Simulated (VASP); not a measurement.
# H (P1) in VASP: single point with PBE

Aim: the single point of H with PBE.

Everything below comes from runs of VASP 6.6.1. Logs are shortened: lines on timing, memory, paths and dates and some standing lists are left out, and cuts for length are marked.

### 1 The cell of the first run

The typed cell holds 8 atoms: a = 5.267 Å, b = 4.963 Å, c = 5.826 Å, α = 119.62°, β = 122.01°, γ = 86.26°.

### 2 Single point, PBE (atoms moved at random and the cell strained at random)

The input, INCAR:

```
SYSTEM = H
  ALGO = Normal
  EDIFF = 1E-6
  ENCUT = 520
  GGA = PE
  ISIF = 2
  ISMEAR = 0
  LASPH = .TRUE.
  LCHARG = .FALSE.
  LREAL = .FALSE.
  LWAVE = .FALSE.
  NBANDS = 14
  NELM = 60
  PREC = Accurate
  SIGMA = 0.05
```

The input, KPOINTS:

```
k-points
0
G
  6 6 6
  0 0 0
```

The input, POSCAR:

```
H
1.0
    3.8367280788     -3.6037836739     -0.1740241029
    3.6229423827      3.3899979778     -0.1294121462
   -3.9167819925      0.1343782288      4.3102507298
H
8
Direct
    0.4456109334      0.4537927444      0.9134198091
    0.2061172346      0.7059175933      0.4134490065
    0.9665327035      0.9555718429      0.9203942910
    0.7140087560      0.2177177100      0.4244325106
    0.0329308647      0.0437707236      0.0761687038
    0.7961690000      0.2913895009      0.5918467039
    0.5387537856      0.5412311880      0.0892779477
    0.2998767222      0.7906086970      0.5710110274
```

Potentials or basis: VASP PAW PBE potentials, release 64 (H).

On the command line:

```bash
cat potpaw_PBE.64/H/POTCAR > POTCAR
mpirun -np 1 vasp_std > vasp.out
```

OUTCAR:

```text
SYSTEM = H
   EDIFF = 1E-6
   ENCUT = 520
   GGA = PE
   ISIF = 2
   ISMEAR = 0
   LASPH = .TRUE.
   LREAL = .FALSE.
   NELM = 60
   PREC = Accurate

 ion  position               nearest neighbor table
   1  0.446  0.454  0.913-   7 0.73
   2  0.206  0.706  0.413-   8 0.65
   3  0.967  0.956  0.920-   5 0.65
   4  0.714  0.218  0.424-   6 0.70
   5  0.033  0.044  0.076-   3 0.65
   6  0.796  0.291  0.592-   4 0.70
   7  0.539  0.541  0.089-   1 0.73
   8  0.300  0.791  0.571-   2 0.65

  LATTYP: Found a triclinic cell.
 ALAT       =     5.8255901022
 B/A-ratio  =     1.6025496256
 C/A-ratio  =     1.6235993546
 COS(alpha) =     0.0072249632
 COS(beta)  =     0.4179232827
 COS(gamma) =     0.8868010919

  Lattice vectors:

 A1 = (  -3.9167819925,   0.1343782288,   4.3102507298)
 A2 = (  -7.5397243752,  -3.2556197490,   4.4396628760)
 A3 = (   3.2490488592,   3.4449687393,   8.1876530643)

Analysis of symmetry for initial positions (statically):
=====================================================================
 Subroutine PRICEL returns:
 Original cell was already a primitive cell.

 Routine SETGRP: Setting up the symmetry group for a
 triclinic supercell.

 Subroutine GETGRP returns: Found  1 space group operations
 (whereof  1 operations were pure point group operations)
 out of a pool of  2 trial point group operations.

The static configuration has the point symmetry C_1 .

Analysis of symmetry for dynamics (positions and initial velocities):
=====================================================================
 Subroutine PRICEL returns:
 Original cell was already a primitive cell.

 Routine SETGRP: Setting up the symmetry group for a
 triclinic supercell.

 Subroutine GETGRP returns: Found  1 space group operations
 (whereof  1 operations were pure point group operations)
 out of a pool of  2 trial point group operations.

The dynamic configuration has the point symmetry C_1 .

 Subroutine INISYM returns: Found  1 space group operations
 (whereof  1 operations are pure point group operations),
 and found     1 'primitive' translations

----------------------------------------------------------------------------------------

                                     Primitive cell

  volume of cell :     108.1819

  direct lattice vectors                    reciprocal lattice vectors
     3.836728079 -3.603783674 -0.174024103     0.135227224 -0.139662159  0.127236939
     3.622942383  3.389997978 -0.129412146     0.143368097  0.146564746  0.125711125
    -3.916781992  0.134378229  4.310250730     0.009764251 -0.001238286  0.240916574

  length of vectors
     5.266689995  4.963319988  5.825590102     0.232338458  0.240497241  0.241117543

  position of ions in fractional coordinates (direct lattice)
     0.445610933  0.453792744  0.913419809
     0.206117235  0.705917593  0.413449007
     0.966532704  0.955571843  0.920394291
     0.714008756  0.217717710  0.424432511
     0.032930865  0.043770724  0.076168704
     0.796169000  0.291389501  0.591846704
     0.538753786  0.541231188  0.089277948
     0.299876722  0.790608697  0.571011027

  ion indices of the primitive-cell ions
   primitive index   ion index
                 1           1
                 2           2
                 3           3
                 4           4
                 5           5
                 6           6
                 7           7
                 8           8

----------------------------------------------------------------------------------------

 KPOINTS: k-points

Automatic generation of k-mesh.
 Grid dimensions read from file:
 generate k-points for:    6    6    6

 Generating k-lattice:

  Cartesian coordinates                     Fractional coordinates (reciprocal lattice)
     0.022537871 -0.023277026  0.021206156     0.166666667  0.000000000 -0.000000000
     0.023894683  0.024427458  0.020951854    -0.000000000  0.166666667 -0.000000000
     0.001627375 -0.000206381  0.040152762     0.000000000  0.000000000  0.166666667

  Length of vectors
     0.038723076  0.040082874  0.040186257

  Shift w.r.t. Gamma in fractional coordinates (k-lattice)
     0.000000000  0.000000000  0.000000000

 Subroutine IBZKPT returns following result:
 ===========================================

 Found    112 irreducible k-points:

 Following reciprocal coordinates:
            Coordinates               Weight
  0.000000  0.000000  0.000000      1.000000
  0.166667  0.000000 -0.000000      2.000000
  0.333333  0.000000 -0.000000      2.000000
  0.500000  0.000000 -0.000000      1.000000
  0.000000  0.166667 -0.000000      2.000000
  0.166667  0.166667  0.000000      2.000000
[... 16 lines left out ...]
  0.333333  0.000000  0.166667      2.000000
  0.500000  0.000000  0.166667      2.000000
 [... further k-points ...]
   k-points           NKPTS =    112   k-points in BZ     NKDIM =    112   number of bands    NBANDS=     14
   number of dos      NEDOS =    301   number of ions     NIONS =      8
   total plane-waves  NPLWV =  76800
   dimension x,y,z NGX =    40 NGY =   40 NGZ =   48
   dimension x,y,z NGXF=    80 NGYF=   80 NGZF=   96
   ions per type =               8
   NGX,Y,Z   is equivalent  to a cutoff of  12.63, 13.40, 13.70 a.u.
   NGXF,Y,Z  is equivalent  to a cutoff of  25.25, 26.80, 27.40 a.u.
 SYSTEM =  H
   PREC   = accura    normal or accurate (medium, high low for compatibility)
   ISTART =      0    job   : 0-new  1-cont  2-samecut
   ICHARG =      2    charge: 1-file 2-atom 10-const
   ISPIN  =      1    spin polarized calculation?
   LNONCOLLINEAR =      F non collinear calculations
   LSORBIT =      F    spin-orbit coupling
   LASPH  =      T    aspherical Exc in radial PAW
   ENCUT  =  520.0 eV  38.22 Ry    6.18 a.u.   9.79  9.23 10.83*2*pi/ulx,y,z
   NELM   =     60;   NELMIN=  2; NELMDL= -5     # of ELM steps
   EDIFF  = 0.1E-05   stopping-criterion for ELM
   LREAL  =      F    real-space projection
   EDIFFG = 0.1E-04   stopping-criterion for IOM
   NSW    =      0    number of steps for IOM
   IBRION =     -1    ionic relax: 0-MD 1-quasi-New 2-CG
   NFREE  =      0    steps in history (QN), initial steepest desc. (CG)
   ISIF   =      2    stress and relaxation
   ISYM   =      2    0-nonsym 1-usesym 2-fastsym
   POTIM  = 0.5000    time-step for ionic-motion
   TEBEG  =    0.0;   TEEND  =   0.0 temperature during run
   PSTRESS=    0.0 pullay stress
   NELECT =       8.0000    total number of electrons
   NUPDOWN=      -1.0000    fix difference up-down
   EMIN   =  10.00;   EMAX   =-10.00  energy-range for DOS
   EFERMI =   0.00;   METHOD = LEGACY
   ISMEAR =     0;   SIGMA  =   0.05  broadening in eV -4-tet -1-fermi 0-gaus
   EFERMI_NEDOS =   21; number of points for ismear=-14 and -15
   IALGO  =     38    algorithm
   IMIX   =      4    mixing-type and parameters
     AMIX     =   0.40;   BMIX     =  1.00
     AMIX_MAG =   1.60;   BMIX_MAG =  1.00
  volume/ion in A,a.u.               =      13.52        91.26
  Fermi-wavevector in a.u.,A,eV,Ry     =   0.687153  1.298531  6.424386  0.472179
  Thomas-Fermi vector in A             =   1.767586
   LORBIT       =      0    0 simple, 1 ext, 2 COOP (PROOUT), +10 PAW based schemes
   GGA     = PE    functional components
   LHFCALC =     F    Hartree Fock is set to
   AEXX    =    0.0000 exact exchange contribution
   IVDW    =     0    specifies the selected vdW correction
   LEPSILON=     F    determine dielectric tensor
   LRPA    =     F    only Hartree local field effects (RPA)
 non-spin polarized calculation
 Gauss-broadening in eV      SIGMA  =   0.05
  energy-cutoff  :      520.00
  volume of cell :      108.18
 maximum number of plane-waves:      2930
   NGX = 19   NGY = 19   NGZ = 21

 number of electron       8.0000000 magnetization

 Free energy of the ion-electron system (eV)
  ---------------------------------------------------
  ext. energy  EPLUGINS =         0.00000000
  ---------------------------------------------------
  free energy    TOTEN  =       -26.70345410 eV

  energy without entropy =      -26.70345410  energy(sigma->0) =      -26.70345410

 E-fermi :  -8.5927     XC(G=0):  -4.9253

 val. band max:       -8.8039483863   @ k =   0.0000   0.0000   0.0000
 cond. band min:       0.3989627617   @ k =   0.5000   0.5000   0.0000
 fundamental gap:      9.2029111479
 Fermi energy:        -8.5927134081

 k-point     1 :       0.0000    0.0000    0.0000
  band No.  band energies     occupation
      1     -10.6541      2.00000
      2      -9.3610      2.00000
      3      -9.2735      2.00000
      4      -8.8039      2.00000
      5       2.4287      0.00000
      6       2.9103      0.00000
      7       3.0553      0.00000
      8       3.9414      0.00000
      9       4.0391      0.00000
     10       4.1206      0.00000
     11       4.5819      0.00000
     12       4.5978      0.00000
     13       6.2757      0.00000
     14       6.9410      0.00000

 k-point     2 :       0.1667    0.0000   -0.0000
  band No.  band energies     occupation
      1     -10.5526      2.00000
      2      -9.4008      2.00000
      3      -9.3042      2.00000
      4      -8.8668      2.00000
      5       2.2090      0.00000
      6       2.4227      0.00000
      7       2.6227      0.00000
      8       3.6856      0.00000
      9       3.9724      0.00000
     10       4.3782      0.00000
     11       5.5660      0.00000
     12       5.6236      0.00000
     13       6.0620      0.00000
     14       6.6555      0.00000

 k-point     3 :       0.3333    0.0000   -0.0000
  band No.  band energies     occupation
      1     -10.2789      2.00000
      2      -9.5570      2.00000
      3      -9.3434      2.00000
      4      -9.0129      2.00000
      5       1.8924      0.00000
      6       2.0111      0.00000
      7       2.3326      0.00000
      8       3.0031      0.00000
      9       3.8428      0.00000
     10       4.7974      0.00000
     11       5.7549      0.00000
     12       6.9572      0.00000
     13       7.0532      0.00000
     14       8.1960      0.00000
[... 324 lines left out ...]
 k-point    23 :       0.3333    0.0000    0.1667
  band No.  band energies     occupation
      1     -10.0096      2.00000
      2      -9.7188      2.00000
      3      -9.3728      2.00000
      4      -9.1392      2.00000
      5       1.4938      0.00000
      6       2.0903      0.00000
      7       2.3264      0.00000
      8       3.0501      0.00000
      9       3.1821      0.00000
     10       5.4420      0.00000
     11       6.0801      0.00000
     12       8.0878      0.00000
     13       8.8361      0.00000
     14       8.8856      0.00000

 k-point    24 :       0.5000    0.0000    0.1667
  band No.  band energies     occupation
      1     -10.1095      2.00000
      2      -9.6150      2.00000
      3      -9.4500      2.00000
      4      -9.0488      2.00000
      5       1.4144      0.00000
      6       1.7477      0.00000
      7       2.8100      0.00000
      8       3.1878      0.00000
      9       3.7099      0.00000
     10       5.0232      0.00000
     11       6.3589      0.00000
     12       6.8815      0.00000
     13       7.1454      0.00000
     14       7.8589      0.00000

 [... further k-points ...]

------------------------ aborting loop because EDIFF is reached ----------------------------------------

  FORCE on cell =-STRESS in cart. coord.  units (eV):
  Direction    XX          YY          ZZ          XY          YZ          ZX
  --------------------------------------------------------------------------------------
  -------------------------------------------------------------------------------------
  Total       -0.0021456      0.0321568      7.7483334     -0.0065149      0.1804834     -0.0380251
  in kB       -0.0317761      0.4762428    114.7531121     -0.0964864      2.6729657     -0.5631533
  external PRESSURE =      38.3991929 kB  Pullay stress =       0.0000000 kB

 VOLUME and BASIS-vectors are now :
 -----------------------------------------------------------------------------
  energy-cutoff  :      520.00
  volume of cell :      108.18
      direct lattice vectors                 reciprocal lattice vectors
     3.836728079 -3.603783674 -0.174024103     0.135227224 -0.139662159  0.127236939
     3.622942383  3.389997978 -0.129412146     0.143368097  0.146564746  0.125711125
    -3.916781992  0.134378229  4.310250730     0.009764251 -0.001238286  0.240916574

 POSITION                                       TOTAL-FORCE (eV/Angst)
 -----------------------------------------------------------------------------------
     -0.22391      0.05521      3.80080         0.014388      0.012215     -0.703380
      1.72892      1.70582      1.65485        -0.347698      0.209049     -4.572485
      3.56532     -0.12011      3.67527         0.249380     -0.564365     -4.543514
      1.86583     -1.77804      1.67698         0.197675      0.066794     -1.930004
     -0.01341      0.03994      0.31691        -0.248742      0.564648      4.544972
      1.79224     -1.80188      2.37475        -0.200519     -0.066230      1.926281
      3.67822     -0.09478      0.22101        -0.010163     -0.013882      0.704610
      1.77835      1.67620      2.30670         0.345679     -0.208228      4.573520
 -----------------------------------------------------------------------------------
    total drift:                               -0.000063     -0.000026      0.000076

  FREE ENERGIE OF THE ION-ELECTRON SYSTEM (eV)
  ---------------------------------------------------
  free  energy   TOTEN  =       -26.7034540970 eV

  energy  without entropy=      -26.7034540970  energy(sigma->0) =      -26.70345410
```

Wall time 3.8 min (1 thread of Intel Xeon 8259CL, shared host); peak memory 0.31 GiB.

What came out:

* Free energy: -26.7035 eV
* Pressure: 3.8 GPa
* Largest force: 4.591 eV/Å
* Band gap on the k mesh: 9.20 eV

Forces in eV/Å, atoms in the order of the input:
```
H    0.014  0.012 -0.703
H   -0.348  0.209 -4.572
H    0.249 -0.564 -4.544
H    0.198  0.067 -1.930
H   -0.249  0.565  4.545
H   -0.201 -0.066  1.926
H   -0.010 -0.014  0.705
H    0.346 -0.208  4.574
```

Caveat: the cell differs from its parent crystal (atoms moved at random and the cell strained at random); the cell stands under pressure; this functional lacks dispersion, which holds the molecules together, so the pressure and a relaxed volume are unreliable; forces of over 1 eV/Å act on the atoms, so gaps and moduli don't describe the material at rest. A k mesh can miss the band edges.
